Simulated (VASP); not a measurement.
Write the native input for VASP 6.6.1 that does the following.

- Task: single point
- Functional: PBE
- Potentials or basis: VASP PAW PBE potentials, release 64 (W_sv)
- Cutoff: 520 eV
- k mesh: 19 × 19 × 19
- Occupations: fermi-dirac, width 0.1 eV
- Spin: no spin polarisation
- Dipole correction: no
- Further INCAR settings: ALGO = Normal; EDIFF = 1e-06; NBANDS = 13

The structure of W lies in POSCAR:

```
W
1.0
   -1.4284307582      1.4284307582      1.4284307582
    1.4284307582     -1.4284307582      1.4284307582
    1.4284307582      1.4284307582     -1.4284307582
W
1
Direct
    0.0000000000      0.0000000000      0.0000000000
```

One way to write it, as run:

INCAR

```
  PREC = Accurate
  ENCUT = 520
  EDIFF = 1E-6
  ISMEAR = -1
  SIGMA = 0.1
  LREAL = F
  LASPH = T
  NELM = 100
  ALGO = Normal
  ISIF = 2
  LWAVE = F
  LCHARG = F
  GGA = PE
  NBANDS = 13
```

KPOINTS

```
Automatic mesh
0
Gamma
  19 19 19
```

Potentials or basis: VASP PAW PBE potentials, release 64 (W_sv).

Command:

```console
$ cat potpaw_PBE.64/W_sv/POTCAR > POTCAR
$ mpirun -np 1 vasp_std > vasp.out
```

Results of the run:

The pressure is 194.6 GPa and the band gap on the k mesh is zero (band 7 reaches 23.66 eV, above the bottom of band 8 at 14.53 eV).

Caveat: spin-orbit coupling is left out, which moves the levels of the heavy elements.

Wall time 12 s on 1 thread of AMD EPYC 9R45 96-Core Processor (Zen 5) (shared host), peak memory 0.11 GiB.
